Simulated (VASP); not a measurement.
A run of VASP 6.6.1 is set up as follows.

INCAR

```
SYSTEM = MoS2
PREC     = Accurate       ! precision mode
ENCUT    = 520            ! plane-wave cutoff, eV
EDIFF    = 1E-6           ! SCF threshold, eV
ISMEAR   = 0              ! smearing method
SIGMA    = 0.15           ! smearing width, eV
LREAL    = .False.        ! projectors in reciprocal space
LASPH    = .True.         ! aspherical terms in the spheres
NELM     = 80             ! most SCF steps
ALGO     = Normal         ! electronic algorithm
ISIF     = 2              ! what is computed and relaxed
LWAVE    = .False.        ! write WAVECAR
LCHARG   = .False.        ! write CHGCAR
GGA      = PS             ! functional
NBANDS   = 20             ! bands
```

Contents of KPOINTS:

```
Automatic mesh
0
Gamma
  18 18 8
  0 0 0
```

File POSCAR:

```
MoS2
1.0
    3.1411847469      0.0000000000      0.0000000000
   -1.5705923735      2.7203457888      0.0000000000
    0.0000000000      0.0000000000      6.1247114470
Mo S
1 2
Direct
    0.0000000000      0.0000000000      0.5000000000
    0.3333333333      0.6666666667      0.2696352936
    0.6666666667      0.3333333333      0.7875102558
```

Potentials or basis: VASP PAW PBE potentials, release 64 (Mo_sv, S).

Command:

```console
$ cat potpaw_PBE.64/Mo_sv/POTCAR potpaw_PBE.64/S/POTCAR > POTCAR
$ mpirun -np 1 vasp_std > vasp.out
```

Task: Estimate the band gap on the k mesh.

Result: Zero (band 13 reaches 8.54 eV, above the bottom of band 14 at 7.83 eV).

Task: Predict the pressure.

Result: 2.5 GPa.

Task: Predict the largest force.

Result: 3.804 eV/Å.

Stress tensor (GPa, compression positive):
```
2.80 0.00 0.00
0.00 2.80 0.00
0.00 0.00 1.81
```

Caveat: the cell differs from its parent crystal (all S atoms moved +0.175 Å, as atom 2 along Cartesian [0 0 1]); the PAW data sets were made with another functional, which shifts forces and pressure a little; this functional lacks dispersion, which binds the layers, so the pressure and a relaxed spacing across them are unreliable.
